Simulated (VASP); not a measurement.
A run of VASP 6.6.1 is set up as follows.

INCAR

```
SYSTEM = PbS
PREC     = Accurate       ! precision mode
ENCUT    = 500            ! plane-wave cutoff, eV
EDIFF    = 1E-6           ! SCF threshold, eV
ISMEAR   = 0              ! smearing method
SIGMA    = 0.01           ! smearing width, eV
LREAL    = .False.        ! projectors in reciprocal space
LASPH    = .True.         ! aspherical terms in the spheres
NELM     = 120            ! most SCF steps
ALGO     = Normal         ! electronic algorithm
ISIF     = 2              ! what is computed and relaxed
LWAVE    = .False.        ! write WAVECAR
LCHARG   = .False.        ! write CHGCAR
NBANDS   = 17             ! bands
GGA_COMPAT= .False.
```

KPOINTS

```
regular mesh
0
Gamma
  6 6 6
  0 0 0
```

POSCAR

```
PbS
1.0
    0.0000000000      2.8517647163      2.8517647163
    2.8517647163      0.0000000000      2.8517647163
    2.8517647163      2.8517647163      0.0000000000
Pb S
1 1
Direct
    0.0000000000      0.0000000000      0.0000000000
    0.5000000000      0.5000000000      0.5000000000
```

Potentials or basis: VASP PAW LDA potentials, release 64 (Pb_d, S).

Launch:

```sh
$ cat potpaw_LDA.64/Pb_d/POTCAR potpaw_LDA.64/S/POTCAR > POTCAR
$ mpirun -np 1 vasp_std > vasp.out
```

(1) Predict the pressure.

(2) Estimate the band gap on the k mesh.

Answers

(1) 5.0 GPa.

(2) 0.28 eV.

Caveat: the cell stands under pressure; spin-orbit coupling is left out, which moves the levels of the heavy elements.
